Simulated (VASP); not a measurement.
Input of a VASP 6.6.1 run:

INCAR

```
SYSTEM = SnSe
  PREC = Accurate
  ENCUT = 520
  EDIFF = 1E-7
  ISMEAR = 0
  SIGMA = 0.02
  LREAL = .False.
  LASPH = .True.
  NELM = 100
  ALGO = Normal
  ISIF = 2
  LWAVE = .False.
  LCHARG = .False.
  GGA = PS
  NBANDS = 17
```

The input KPOINTS:

```
Automatic mesh
0
Gamma
  8 8 8
  0 0 0
```

Contents of POSCAR:

```
SnSe
1.0
    2.1024601417      1.2138559288      3.4333030345
   -2.1024601417      1.2138559288      3.4333030345
    0.0000000000     -2.4277118576      3.4333030345
Sn Se
1 1
Direct
    0.5000000000      0.5000000000      0.5000000000
    0.0000000000      0.0000000000      0.0000000000
```

Potentials or basis: VASP PAW PBE potentials, release 64 (Sn_d, Se).

The run is started by

```sh
$ cat potpaw_PBE.64/Sn_d/POTCAR potpaw_PBE.64/Se/POTCAR > POTCAR
$ mpirun -np 1 vasp_std > vasp.out
```

**Question.** Estimate the band gap on the k mesh.

**Answer.** 0.75 eV (least direct gap 0.82 eV).

**Question.** Estimate the pressure.

**Answer.** 0.0 GPa.

Caveat: semilocal functionals underestimate gaps, and a narrow one can read as zero; the PAW data sets were made with another functional, which shifts forces and pressure a little; spin-orbit coupling is left out, which moves the levels of the heavy elements. A k mesh can miss the band edges.
